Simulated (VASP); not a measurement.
Crystal: MnI2.

```
Mn I
1.0
     4.16000    0.00000    0.00000
    -2.08000    3.60267    0.00000
     0.00000    0.00000   13.64000
Mn I
2 4
Direct
  0.00000 0.00000 0.00000
  0.00000 0.00000 0.50000
  0.33333 0.66667 0.12500
  0.66667 0.33333 0.37500
  0.33333 0.66667 0.62500
  0.66667 0.33333 0.87500
```

Base run:

* Program: VASP 6.6.1
* Functional: LDA
* Potentials or basis: VASP PAW LDA potentials, release 64 (Mn_pv, I)
* Cutoff: 520 eV
* k mesh: 5 × 5 × 2
* Occupations: gaussian, width 0.05 eV
* Spin: collinear spin, antiferromagnetic start
* Starting moments: [5.08, -5.08, 0.05, -0.05, -0.05, 0.05] μB
* Hubbard terms: Mn d U = 4.0 eV

Its results: band gap on the k mesh 2.37 eV; pressure -2.7 GPa; net moment 0.00 μB per cell; site moments Mn +4.55, -4.55; I +0.05, -0.05 (each value once) μB; largest force 0.451 eV/Å.

Problem. The run is repeated on the same cell with these changes: spin from collinear spin, antiferromagnetic start to collinear spin, ferromagnetic start; moments at the start from [5.08, -5.08, 0.05, -0.05, -0.05, 0.05] to [4.62, 4.62, 0.05, 0.05, 0.05, 0.05]. What comes out?

Solution. Band gap on the k mesh 2.28 eV; pressure -2.7 GPa; net moment 10.00 μB per cell; site moments Mn +4.55; I +0.05 μB; largest force 0.452 eV/Å.

Caveats: spin-orbit coupling is left out, which moves the levels of the heavy elements.

A k mesh can miss the band edges.
